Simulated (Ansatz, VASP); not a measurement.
SiNi: VASP beside Ansatz

```
Si Ni
1.0
     4.51861    0.00000    0.00000
     0.00000    4.51861    0.00000
     0.00000    0.00000    4.51861
Si Ni
4 4
Direct
  0.84641 0.84641 0.84641
  0.65359 0.15359 0.34641
  0.34641 0.65359 0.15359
  0.15359 0.34641 0.65359
  0.14884 0.14884 0.14884
  0.35116 0.85116 0.64884
  0.64884 0.35116 0.85116
  0.85116 0.64884 0.35116
```

Alike in both runs: functional PBE; k mesh 8 × 8 × 8; occupations gaussian, width 0.1 eV; no spin polarisation.

Ansatz relaxed the structure, and its values are those at the end. VASP's run is a single point on that final structure, the one shown.

|  | VASP | Ansatz |
| --- | --- | --- |
| version | VASP 6.6.1 | Ansatz 0.2.0 |
| potentials or method | VASP PAW PBE potentials, release 64 (Si, Ni), cutoff 520 eV | scalar-relativistic, plane waves, PAW |
| valence electrons in the cell | 56 | 88 |

|  | VASP | Ansatz | Ansatz less VASP |
| --- | --- | --- | --- |
| gap on the k mesh at the Fermi level (eV) | none | none | - |
| pressure (GPa) | 0.1 | 0.0 | -0.04 |

A gap of «none» marks a metal or a gap that the smearing closes. The functional is the same, so the differences come from potentials, cutoffs and numerics. VASP's potentials hold 56 valence electrons a cell and Ansatz's 88, so a difference there can come from the potentials and not from the codes.
